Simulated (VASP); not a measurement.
Wanted: the native input for a VASP 6.6.1 run.

* Task: relaxation of shape and atoms at fixed volume
* Functional: PBE
* Potentials or basis: VASP PAW PBE potentials, release 64 (Cd, Se)
* Cutoff: 500 eV
* k mesh: 9 × 9 × 6
* Occupations: gaussian, width 0.02 eV
* Spin: no spin polarisation
* Dipole correction: no
* Further INCAR settings: ALGO = Normal; EDIFF = 1e-07; IBRION = 2; EDIFFG = -0.01; NSW = 50; ISIF = 4

The structure of CdSe lies in POSCAR:

```
CdSe
1.0
    4.2473691519      0.0000000000      0.0000000000
   -2.1236845759      3.6783295848      0.0000000000
    0.0000000000      0.0000000000      6.9338291994
Cd Se
2 2
Direct
    0.3333333333      0.6666666667      0.0046375663
    0.6666666667      0.3333333333      0.5046375663
    0.3333333333      0.6666666667      0.3803624337
    0.6666666667      0.3333333333      0.8803624337
```

The input as run:

INCAR

```
PREC     = Accurate       # precision mode
ENCUT    = 500            # plane-wave cutoff, eV
EDIFF    = 1E-7           # SCF threshold, eV
ISMEAR   = 0              # smearing method
SIGMA    = 0.02           # smearing width, eV
LREAL    = F              # projectors in reciprocal space
LASPH    = T              # aspherical terms in the spheres
NELM     = 120            # most SCF steps
ALGO     = Normal         # electronic algorithm
ISIF     = 4              # what is computed and relaxed
LWAVE    = F              # write WAVECAR
LCHARG   = F              # write CHGCAR
GGA      = PE             # functional
IBRION   = 2              # ionic algorithm
NSW      = 50             # ionic steps
EDIFFG   = -0.01          # ionic threshold
GGA_COMPAT= F            
NELMIN   = 4
```

KPOINTS

```
regular mesh
0
Gamma
  9 9 6
```

Potentials or basis: VASP PAW PBE potentials, release 64 (Cd, Se).

Launch:

```bash
$ cat potpaw_PBE.64/Cd/POTCAR potpaw_PBE.64/Se/POTCAR > POTCAR
$ mpirun -np 1 vasp_std > vasp.out
```

Results of the run:

```json
{
 "Energy gained by relaxing": "0.0 meV/atom",
 "Ionic steps": "2",
 "Pressure after relaxing": "5.6 GPa",
 "Largest force after relaxing": "0.006 eV/Å",
 "Band gap on the k mesh": "0.75 eV"
}
```

Caveat: semilocal functionals underestimate gaps, and a narrow one can read as zero.

Wall time 4.1 min on 1 thread of Oxide Virtual Turin-like Processor, with other jobs on the host, peak memory 0.25 GiB.
